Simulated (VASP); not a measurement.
# BeCu2SnS4 (I-4) in VASP: settings compared, part 2 of 2

VASP 6.6.1. Earlier steps stand in the parts before.

### Step 3. Single point, PBE (19.35 Å³/atom)

This run uses another cell than the first one, of 19.35 Å³/atom.

Contents of INCAR:

```
SYSTEM = BeCu2SnS4
PREC     = Accurate       ! precision mode
ENCUT    = 520            ! plane-wave cutoff, eV
EDIFF    = 1E-6           ! SCF threshold, eV
ISMEAR   = 0              ! smearing method
SIGMA    = 0.01           ! smearing width, eV
LREAL    = .FALSE.        ! projectors in reciprocal space
LASPH    = .TRUE.         ! aspherical terms in the spheres
NELM     = 80             ! most SCF steps
ALGO     = Normal         ! electronic algorithm
ISIF     = 2              ! what is computed and relaxed
LWAVE    = .FALSE.        ! write WAVECAR
LCHARG   = .TRUE.         ! write CHGCAR
GGA      = PE             ! functional
LELF     = .TRUE.         ! ELF
LVHAR    = .TRUE.       
NBANDS   = 41             ! bands
```

Contents of KPOINTS:

```
Automatic mesh
0
G
  6 6 6
  0 0 0
```

Contents of POSCAR:

```
BeCu2SnS4
1.0
   -2.6989141271      2.6989141271      5.3137560165
    2.6989141271     -2.6989141271      5.3137560165
    2.6989141271      2.6989141271     -5.3137560165
Cu Be Sn S
2 1 1 4
Direct
    0.0000000000      0.0000000000      0.0000000000
    0.7500000000      0.2500000000      0.5000000000
    0.2500000000      0.7500000000      0.5000000000
    0.5000000000      0.5000000000      0.0000000000
    0.1148369022      0.6403415557      1.0307157947
    0.3596584443      0.3903742390      0.4744953464
    0.6096257610      0.0841211075     -0.0307157947
    0.9158788925      0.8851630978      0.5255046536
```

Potentials or basis: VASP PAW PBE potentials, release 64 (Cu, Be, Sn_d, S).

Run with:

```console
$ cat potpaw_PBE.64/Cu/POTCAR potpaw_PBE.64/Be/POTCAR potpaw_PBE.64/Sn_d/POTCAR potpaw_PBE.64/S/POTCAR > POTCAR
$ mpirun -np 1 vasp_std > vasp.out
```

OUTCAR:

```text
SYSTEM = BeCu2SnS4
   PREC = Accurate
   ENCUT = 520
   EDIFF = 1E-6
   ISMEAR = 0
   LREAL = .FALSE.
   LASPH = .TRUE.
   NELM = 80
   ISIF = 2
   GGA = PE

 ion  position               nearest neighbor table
   1  0.000  0.000  0.000-   8 2.33   7 2.33   5 2.33   6 2.33
   2  0.750  0.250  0.500-   6 2.35   5 2.35   7 2.35   8 2.35
   3  0.250  0.750  0.500-   6 2.15   5 2.15   7 2.15   8 2.15
   4  0.500  0.500  0.000-   8 2.49   7 2.49   5 2.49   6 2.49
   5  0.115  0.640  0.031-   3 2.15   1 2.33   2 2.35   4 2.49
   6  0.360  0.390  0.474-   3 2.15   1 2.33   2 2.35   4 2.49
   7  0.610  0.084  0.969-   3 2.15   1 2.33   2 2.35   4 2.49
   8  0.916  0.885  0.526-   3 2.15   1 2.33   2 2.35   4 2.49

  LATTYP: Found a body centered tetragonal cell.
 ALAT       =     5.3978282542
 C/A-ratio  =     1.9688496063

  Lattice vectors:

 A1 = (  -2.6989141271,   2.6989141271,   5.3137560165)
 A2 = (   2.6989141271,  -2.6989141271,   5.3137560165)
 A3 = (   2.6989141271,   2.6989141271,  -5.3137560165)

Analysis of symmetry for initial positions (statically):
[... 193 lines left out ...]
 k-point     1 :       0.0000    0.0000    0.0000
  band No.  band energies     occupation
      1     -17.1831      2.00000
      2     -17.1727      2.00000
      3     -17.1727      2.00000
      4     -17.1217      2.00000
      5     -17.1002      2.00000
      6      -9.3452      2.00000
[... 1045 lines left out ...]
     40      11.0384      0.00000
     41      11.2662      0.00000

 [... further k-points ...]

------------------------ aborting loop because EDIFF is reached ----------------------------------------

  FORCE on cell =-STRESS in cart. coord.  units (eV):
  Direction    XX          YY          ZZ          XY          YZ          ZX
  --------------------------------------------------------------------------------------
  -------------------------------------------------------------------------------------
  Total       -1.9793870     -1.9793870     -2.0143790     -0.0000002      0.0000000      0.0000000
  in kB      -20.4833770    -20.4833770    -20.8454868     -0.0000021      0.0000000      0.0000000
  external PRESSURE =     -20.6040803 kB  Pullay stress =       0.0000000 kB

 VOLUME and BASIS-vectors are now :
 -----------------------------------------------------------------------------
  energy-cutoff  :      520.00
  volume of cell :      154.82
      direct lattice vectors                 reciprocal lattice vectors
    -2.698914127  2.698914127  5.313756017     0.000000000  0.185259692  0.094095400
     2.698914127 -2.698914127  5.313756017     0.185259692  0.000000000  0.094095400
     2.698914127  2.698914127 -5.313756017     0.185259692  0.185259692  0.000000000

 POSITION                                       TOTAL-FORCE (eV/Angst)
 -----------------------------------------------------------------------------------
      0.00000      0.00000      0.00000        -0.000000     -0.000000     -0.000000
      0.00000      2.69891      2.65688        -0.000000     -0.000000     -0.000000
      2.69891      0.00000      2.65688        -0.000000     -0.000000     -0.000000
      0.00000      0.00000      5.31376        -0.000000     -0.000000      0.000000
      1.50119     -1.33539      3.84962        -0.049126      0.060881      0.049112
      1.36352      1.19772      1.46414         0.060881      0.049126     -0.049112
      1.19772      4.03431     -1.46414         0.049126     -0.060881      0.049112
      1.33539      1.50119      6.77789        -0.060881     -0.049126     -0.049112
 -----------------------------------------------------------------------------------
    total drift:                               -0.000008     -0.000009     -0.000009

  FREE ENERGIE OF THE ION-ELECTRON SYSTEM (eV)
  ---------------------------------------------------
  free  energy   TOTEN  =       -35.6031985788 eV

  energy  without entropy=      -35.6031985788  energy(sigma->0) =      -35.60319858
```

It took 3.4 min on 1 thread of Intel Xeon 6975P-C (Granite Rapids), shared host; peak memory 0.48 GiB.

What came out:

```yaml
Free_energy: -35.6032 eV
Pressure: -2.1 GPa
Largest_force: 0.092 eV/Å
Band_gap_on_the_k_mesh: 0.39 eV
```

Forces in eV/Å, atoms in the order of the input:
```
Cu   0.000  0.000  0.000
Cu   0.000  0.000  0.000
Be   0.000  0.000  0.000
Sn   0.000  0.000  0.000
S   -0.049  0.061  0.049
S    0.061  0.049 -0.049
S    0.049 -0.061  0.049
S   -0.061 -0.049 -0.049
```

Levels at points of the mesh, in eV from the valence-band top:
| k point | band 28 | band 29 | band 30 | band 31 | band 32 | band 33 | band 34 | band 35 |
| --- | --- | --- | --- | --- | --- | --- | --- | --- |
| (0.00, 0.00, 0.00) | -1.30 | -0.06 | -0.06 | 0.00 | 0.39 | 2.13 | 3.19 | 3.64 |
| (0.50, 0.00, 0.00) | -1.03 | -0.98 | -0.91 | -0.31 | 1.35 | 3.03 | 3.42 | 4.17 |
| (0.50, 0.50, 0.00) | -0.70 | -0.55 | -0.47 | -0.25 | 0.57 | 2.91 | 3.43 | 3.84 |
| (0.50, 0.50, 0.50) | -0.92 | -0.91 | -0.73 | -0.73 | 1.06 | 2.08 | 2.08 | 2.58 |

Caveat: spin-orbit coupling is left out, which moves the levels of the heavy elements.

### Step 4. Single point, r2SCAN

This run uses another cell than the first one, of 18.36 Å³/atom.

Contents of POSCAR:

```
BeCu2SnS4
1.0
   -2.6531479482      2.6531479482      5.2175939253
    2.6531479482     -2.6531479482      5.2175939253
    2.6531479482      2.6531479482     -5.2175939253
Cu Be Sn S
2 1 1 4
Direct
    0.0000000000      0.0000000000      0.0000000000
    0.7500000000      0.2500000000      0.5000000000
    0.2500000000      0.7500000000      0.5000000000
    0.5000000000      0.5000000000      0.0000000000
    0.1162254132      0.6393965347      1.0292526301
    0.3606034653      0.3898560954      0.4768288785
    0.6101439046      0.0869727831     -0.0292526301
    0.9130272169      0.8837745868      0.5231711215
```

Contents of INCAR.step1:

```
SYSTEM = BeCu2SnS4
PREC     = Accurate       ! precision mode
ENCUT    = 520            ! plane-wave cutoff, eV
ISMEAR   = 0              ! smearing method
SIGMA    = 0.01           ! smearing width, eV
LREAL    = .FALSE.        ! projectors in reciprocal space
LASPH    = .TRUE.         ! aspherical terms in the spheres
NELM     = 80             ! most SCF steps
NBANDS   = 41             ! bands
GGA      = PE             ! functional
ALGO     = Normal         ! electronic algorithm
EDIFF    = 1E-4           ! SCF threshold, eV
LWAVE    = .TRUE.         ! write WAVECAR
LCHARG   = .FALSE.        ! write CHGCAR
```

Contents of INCAR.step2:

```
SYSTEM = BeCu2SnS4
PREC     = Accurate       ! precision mode
ENCUT    = 520            ! plane-wave cutoff, eV
EDIFF    = 1E-7           ! SCF threshold, eV
ISMEAR   = 0              ! smearing method
SIGMA    = 0.01           ! smearing width, eV
LREAL    = .FALSE.        ! projectors in reciprocal space
LASPH    = .TRUE.         ! aspherical terms in the spheres
NELM     = 80             ! most SCF steps
ALGO     = Normal         ! electronic algorithm
ISIF     = 2              ! what is computed and relaxed
LWAVE    = .FALSE.        ! write WAVECAR
LCHARG   = .FALSE.        ! write CHGCAR
METAGGA  = R2SCAN         ! meta-GGA
LMIXTAU  = .TRUE.       
NBANDS   = 41             ! bands
ISTART   = 1
```

Contents of KPOINTS:

```
regular mesh
0
G
  6 6 6
  0 0 0
```

Run with:

```console
$ cat potpaw_PBE.64/Cu/POTCAR potpaw_PBE.64/Be/POTCAR potpaw_PBE.64/Sn_d/POTCAR potpaw_PBE.64/S/POTCAR > POTCAR
$ cp INCAR.step1 INCAR
$ mpirun -np 1 vasp_std > vasp.out
$ cp INCAR.step2 INCAR
$ mpirun -np 1 vasp_std > vasp.out
```

It took 38 min on 1 thread of Oxide Virtual Turin-like, shared host; peak memory 0.47 GiB.

It converged, with:

| Quantity | Value |
| --- | --- |
| Free energy | -87.7712 eV |
| Pressure | 0.0 GPa |
| Largest force | 0.023 eV/Å |
| Band gap on the k mesh | 0.92 eV |

Forces on the atoms (eV/Å):
```
Cu   0.000  0.000  0.000
Cu   0.000  0.000  0.000
Be   0.000  0.000  0.000
Sn   0.000  0.000  0.000
S   -0.017  0.005  0.015
S    0.005  0.017 -0.015
S    0.017 -0.005  0.015
S   -0.005 -0.017 -0.015
```

Levels at points of the mesh, in eV from the valence-band top:
```csv
k point,band 29,band 30,band 31,band 32,band 33,band 34
"(0.00, 0.00, 0.00)",-0.08,-0.08,0.00,0.92,2.29,3.60
"(0.50, 0.00, 0.00)",-1.06,-0.99,-0.37,1.89,3.40,3.79
"(0.50, 0.50, 0.00)",-0.60,-0.53,-0.32,1.06,3.37,3.83
"(0.50, 0.50, 0.50)",-0.96,-0.83,-0.83,1.46,2.29,2.29
```

Caveat: the PAW data sets were made with another functional, which shifts forces and pressure a little; spin-orbit coupling is left out, which moves the levels of the heavy elements. A k mesh can miss the band edges.

### Step 5. The runs side by side

| level | cell | gap on the mesh (eV) | pressure (GPa) | largest force (eV/Å) |
| --- | --- | --- | --- | --- |
| PBE | a = 6.478 Å, angles 131.3, 131.3, 71.4°, 8 atoms, atomic positions A | 0.50 | 0.1 | 0.04 |
| PBE | a = 6.542 Å, angles 131.3, 131.3, 71.4°, 8 atoms, atomic positions A | 0.39 | -2.1 | 0.09 |
| r2SCAN | a = 6.427 Å, angles 131.2, 131.2, 71.4°, 8 atoms, atomic positions B | 0.92 | 0.0 | 0.02 |

Alike in all rows: task single point; potentials or basis VASP PAW PBE potentials, release 64 (Cu, Be, Sn_d, S); no spin polarisation; k mesh 6 × 6 × 6; cutoff (eV) 520; smearing gaussian 0.01 eV.

Caveats: spin-orbit coupling is left out, which moves the levels of the heavy elements; the PAW data sets were made with another functional, which shifts forces and pressure a little (at least some runs).

Absolute energies hang on the potentials; compare differences alone.
